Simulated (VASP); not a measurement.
Set up this calculation in VASP 6.6.1, as the native input.

```yaml
Task: single point
Functional: LDA
Potentials_or_basis: VASP PAW LDA potentials, release 64 (I)
Cutoff: 520 eV
k_mesh: 7 × 7 × 3
Occupations: fermi-dirac, width 0.05 eV
Spin: no spin polarisation
Dipole_correction: no
Further_INCAR_settings: ALGO = Normal; EDIFF = 1e-07; NBANDS = 22
```

The structure of I lies in POSCAR:

```
I
1.0
    3.6106380569     -2.3789455559      0.0000000000
    3.6106380569      2.3789455559      0.0000000000
    0.0000000000      0.0000000000      9.7277102343
I
4
Direct
    0.6493000000      0.3507000000      0.3844000000
    0.1493000000      0.8507000000      0.1156000000
    0.3507000000      0.6493000000      0.6156000000
    0.8507000000      0.1493000000      0.8844000000
```

These files were run (other wordings do the same):

INCAR

```
SYSTEM = I
  PREC = Accurate
  ENCUT = 520
  EDIFF = 1E-7
  ISMEAR = -1
  SIGMA = 0.05
  LREAL = .FALSE.
  LASPH = .TRUE.
  NELM = 100
  ALGO = Normal
  ISIF = 2
  LWAVE = .FALSE.
  LCHARG = .FALSE.
  GGA = CA
  NBANDS = 22
```

KPOINTS

```
regular mesh
0
G
  7 7 3
  0 0 0
```

Potentials or basis: VASP PAW LDA potentials, release 64 (I).

The run is started by

```console
$ cat potpaw_LDA.64/I/POTCAR > POTCAR
$ mpirun -np 1 vasp_std > vasp.out
```

It gave:

| Quantity | Value |
| --- | --- |
| Pressure | -0.4 GPa |
| Largest force | 0.907 eV/Å |
| Band gap on the k mesh | 1.28 eV (least direct gap 1.37 eV) |

Caveat: spin-orbit coupling is left out, which moves the levels of the heavy elements; an odd mesh through Γ misses points on the zone boundary, where band edges can lie.

Run time: 54 s on 1 thread of Intel(R) Xeon(R) 6975P-C (Granite Rapids) (shared host), peak memory 0.24 GiB.
